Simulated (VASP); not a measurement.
# B2AsH2: relaxation of cell and atoms with PBE

Crystal: B2AsH2.

```
CELL_PARAMETERS angstrom
2.64718 0.00000 0.00000
-1.32359 2.29253 0.00000
0.00000 0.00000 10.49416
ATOMIC_POSITIONS crystal
B 0.66667 0.33333 0.45138
B 0.33333 0.66667 0.54862
H 0.66667 0.33333 0.33818
H 0.33333 0.66667 0.66182
As 0.00000 0.00000 0.00000
```

The cell was generated, and may not be a known phase.

```json
{
  "Program": "VASP 6.6.1",
  "Task": "relaxation of cell and atoms",
  "Functional": "PBE",
  "Potentials or basis": "VASP PAW PBE potentials, release 64 (B, H, As)",
  "Cutoff": "600 eV",
  "k mesh": "18 × 18 × 4",
  "Occupations": "gaussian, width 0.1 eV",
  "Spin": "no spin polarisation",
  "Dipole correction": "no",
  "Further INCAR settings": "ALGO = Normal; EDIFF = 1e-07; IBRION = 2; EDIFFG = -0.01; NSW = 100; ISIF = 3"
}
```

```
Pressure after relaxing      : 0.0 GPa
Largest force after relaxing : 0.003 eV/Å
Band gap on the k mesh       : zero (an odd number of electrons rules out a gap without spin polarisation)
```

Forces on the atoms (eV/Å):
```
B    0.000  0.000 -0.003
B    0.000  0.000  0.003
H    0.000  0.000  0.001
H    0.000  0.000 -0.001
As   0.000  0.000  0.000
```

Stress tensor (GPa, compression positive):
```
0.07 0.00 0.00
0.00 0.07 0.00
0.00 0.00 0.00
```

Final structure:
```
B H As
1.0
     2.64718    0.00000    0.00000
    -1.32359    2.29253    0.00000
     0.00000    0.00000   10.49416
B H As
2 2 1
Direct
  0.66667 0.33333 0.45138
  0.33333 0.66667 0.54862
  0.66667 0.33333 0.33818
  0.33333 0.66667 0.66182
  0.00000 0.00000 0.00000
```

Levels at points of the mesh, in eV from the Fermi level:
| k point | band 3 | band 4 | band 5 | band 6 | band 7 | band 8 | band 9 | band 10 |
| --- | --- | --- | --- | --- | --- | --- | --- | --- |
| (0.00, 0.00, 0.00) | -7.52 | -4.26 | -3.93 | 4.17 | 4.95 | 5.32 | 5.32 | 9.23 |
| (0.50, 0.00, 0.00) | -6.64 | -6.14 | -3.87 | -2.68 | 0.75 | 1.91 | 4.45 | 5.38 |
| (0.00, 0.00, 0.50) | -7.51 | -4.56 | -3.59 | 3.24 | 5.32 | 5.32 | 7.02 | 8.32 |
| (0.50, 0.00, 0.50) | -6.64 | -6.14 | -3.87 | -2.68 | 0.74 | 1.91 | 4.45 | 5.05 |

It took 2.9 min on 1 thread of Intel Xeon 8259CL, with other jobs on the host, peak memory 0.31 GiB.

Caveat: the relaxation stopped at its first step, so nothing moved; this functional lacks dispersion, which binds layers or chains, so the pressure and a relaxed spacing across them are unreliable; an odd number of electrons without spin polarisation forces a metal; a magnetic or distorted state may lie lower.
